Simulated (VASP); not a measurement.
The system is Ni.

```xyz
1
Lattice="0.0000 1.7104 1.7104 1.7104 0.0000 1.7104 1.7104 1.7104 0.0000" Properties=species:S:1:pos:R:3 pbc="T T T"
Ni    0.0000    0.0000    0.0000
```

Base run:

```yaml
Program: VASP 6.6.1
Functional: LDA
Potentials_or_basis: VASP PAW LDA potentials, release 64 (Ni)
Cutoff: 600 eV
k_mesh: 16 × 16 × 16
Occupations: fermi-dirac, width 0.1 eV
Spin: no spin polarisation
```

Its results: band gap on the k mesh zero (band 5 reaches 10.32 eV, above the bottom of band 6 at 9.24 eV); pressure 0.0 GPa.

**Question.** After a change of settings the same cell gave: band gap on the k mesh zero (band 5 reaches 10.25 eV, above the bottom of band 6 at 9.23 eV); pressure -2.7 GPa. Which change was it?
A. k mesh from 16 × 16 × 16 to 4 × 4 × 4
B. k mesh from 16 × 16 × 16 to 13 × 13 × 13
C. k mesh from 16 × 16 × 16 to 3 × 3 × 3
D. cutoff from 600 eV to 520 eV

**Answer.** A.

Caveats: some runs use coarse meshes; the run has no spin polarisation, though such a crystal can be magnetic.
